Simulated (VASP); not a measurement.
A run of VASP 6.6.1 is set up as follows.

The input INCAR:

```
PREC = Accurate ; ENCUT = 520
EDIFF = 1E-6 ; ISMEAR = 0
SIGMA = 0.1 ; LREAL = Auto
LASPH = True ; NELM = 80
ALGO = Normal ; ISIF = 2
LWAVE = False ; LCHARG = True
LDIPOL = True ; IDIPOL = 3
DIPOL = 0.5 0.5 0.306 ; GGA = PE
IVDW = 12 ; LELF = True
LVHAR = True ; LVACPOTAV = True
NBANDS = 58
```

The input KPOINTS:

```
Automatic mesh
0
Gamma
  6 4 1
```

Contents of POSCAR:

```
SiC20
1.0
    4.9300510483      0.0000000000      0.0000000000
   -1.2325127621      7.0736882673      0.0000000000
    0.0000000000      0.0000000000     22.1293523549
C Si
20 1
Direct
    0.3858166895      0.5432667578      0.1807554029
    0.8858166895      0.5432667578      0.1807554029
    0.2722014076      0.0888056305      0.2267404590
    0.7722014076      0.0888056305      0.2267404590
    0.4009962183      0.6039848731      0.2420688497
    0.9009962183      0.6039848731      0.2420688497
    0.0297911243      0.1191644973      0.2573972018
    0.5297911243      0.1191644973      0.2573972018
    0.1585861258      0.6343445031      0.2727255152
    0.6585861258      0.6343445031      0.2727255152
    0.0461074868      0.1844301691      0.3199090572
    0.5461074868      0.1844301691      0.3199090572
    0.1537589873      0.6150359018      0.3368154657
    0.6537589873      0.6150359018      0.3368154657
    0.3084764848      0.2339064522      0.3480645378
    0.8084764848      0.2339064522      0.3480645378
    0.3880568074      0.5522270554      0.3629961795
    0.8880568074      0.5522270554      0.3629961795
    0.3445502047      0.3782016492      0.3944694004
    0.8445502047      0.3782016492      0.3944694004
    0.7195502047      0.6282016492      0.5345548376
```

Potentials or basis: VASP PAW PBE potentials, release 64 (C, Si).

Run with:

```bash
$ cat potpaw_PBE.64/C/POTCAR potpaw_PBE.64/Si/POTCAR > POTCAR
$ mpirun -np 1 vasp_std > vasp.out
```

Estimate the band gap on the k mesh.

zero (bands 42 and 43 overlap by 0.04 eV).

Predict the largest force.

2.575 eV/Å.

Predict the dispersion energy per atom.

-0.112 eV.

Forces in eV/Å, atoms in the order of the input:
```
C    0.002  0.355  1.455
C    0.005  0.362  1.459
C   -0.008  0.466  1.779
C    0.001  0.484  1.765
C    0.002  0.570 -2.507
C   -0.009  0.560 -2.513
C    0.005 -0.761 -1.644
C   -0.013 -0.778 -1.595
C    0.005 -0.639  0.756
C    0.000 -0.615  0.789
C   -0.009  0.025  0.042
C    0.010  0.029 -0.024
C   -0.010 -0.005 -0.034
C   -0.002  0.015 -0.073
C    0.048 -0.123  0.005
C   -0.043 -0.200 -0.018
C    0.035  0.150  0.041
C   -0.029  0.277  0.056
C   -0.109  0.035  0.288
C    0.100  0.047  0.467
Si   0.019 -0.256 -0.494
```
